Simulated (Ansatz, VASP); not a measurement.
**One calculation of LiF, two programs**

The input INCAR:

```
PREC = Accurate ; ENCUT = 520
EDIFF = 1E-6 ; ISMEAR = -1
SIGMA = 0.03 ; LREAL = False
LASPH = True ; NELM = 100
ALGO = Normal ; ISIF = 2
LWAVE = False ; LCHARG = False
GGA = PE ; NBANDS = 12
```

File KPOINTS:

```
Automatic mesh
0
Gamma
  14 14 14
```

File POSCAR:

```
LiF
1.0
    0.0000000000      1.9995698048      1.9995698048
    1.9995698048      0.0000000000      1.9995698048
    1.9995698048      1.9995698048      0.0000000000
Li F
1 1
Direct
    0.0000000000      0.0000000000      0.0000000000
    0.5000000000      0.5000000000      0.5000000000
```

Input for Ansatz:

```yaml
crystal:
  lattice:
    - [0.0, 1.9995698048, 1.9995698048]
    - [1.9995698048, 0.0, 1.9995698048]
    - [1.9995698048, 1.9995698048, 0.0]
  atoms:
    - { symbol: Li, position: [0.0, 0.0, 0.0] }
    - { symbol: F, position: [0.5, 0.5, 0.5] }
kpoints:
  mp_grid: { grid: [14, 14, 14] }
scf:
  occupations: { method: fermi_dirac, width: 0.03 }
hamiltonian:
  xc: pbe
  pseudopotentials: { kind: all_electron, lapw: { basis_error: 0.0005 } }
output:
  forces: true
  stress: true
  eigenvalues: true
```

Change from the starting cell: volume scaled by 0.95.

Alike in both runs: task single point; functional PBE; k mesh 14 × 14 × 14; occupations fermi-dirac, width 0.03 eV; no spin polarisation.

|  | VASP | Ansatz |
| --- | --- | --- |
| version | VASP 6.6.1 | Ansatz 0.2.0 |
| potentials or method | VASP PAW PBE potentials, release 64 (Li_sv, F), cutoff 520 eV | all-electron LAPW, scalar-relativistic |

Ansatz gave:

```
gap on the k mesh at the Fermi level (eV) : 9.26
```

Problem. What did VASP give for the same quantities?

Solution. gap on the k mesh at the Fermi level (eV): 9.29.

Ansatz ran all-electron here, and VASP with PAW potentials.

Noted on VASP's run: the cutoff is short for stress, so the pressure is rough.
